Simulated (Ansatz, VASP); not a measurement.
Rh3N2: VASP beside Ansatz

```
CELL_PARAMETERS angstrom
3.04360 0.00000 0.00000
-1.52180 2.63583 0.00000
0.00000 0.00000 9.31121
ATOMIC_POSITIONS crystal
Rh 0.00000 0.00000 0.00000
Rh 0.33333 0.66667 0.76653
Rh 0.66667 0.33333 0.23347
N 0.33333 0.66667 0.30870
N 0.66667 0.33333 0.69130
```

Alike in both runs: functional PBE; k mesh 6 × 6 × 4; occupations gaussian, width 0.1 eV; no spin polarisation.

Ansatz relaxed the structure, and its values are those at the end. VASP's run is a single point on that final structure, the one shown.

```csv
,VASP,Ansatz
version,VASP 6.6.1,Ansatz 0.2.0
potentials or method,"VASP PAW PBE potentials, release 64 (Rh_pv, N), cutoff 520 eV","scalar-relativistic, plane waves, PAW"
valence electrons in the cell,55,61
```

|  | VASP | Ansatz | Ansatz less VASP |
| --- | --- | --- | --- |
| gap on the k mesh at the Fermi level (eV) | none | none | - |
| pressure (GPa) | 0.1 | 0.0 | -0.08 |
| rms of the force components (eV/Å) | 0.010 | 0.001 | -0.0088 |

A gap of «none» marks a metal or a gap that the smearing closes. The functional is the same, so the differences come from potentials, cutoffs and numerics. VASP's potentials hold 55 valence electrons a cell and Ansatz's 61, so a difference there can come from the potentials and not from the codes.

The k mesh is coarse, so the values compare programs but aren't converged.
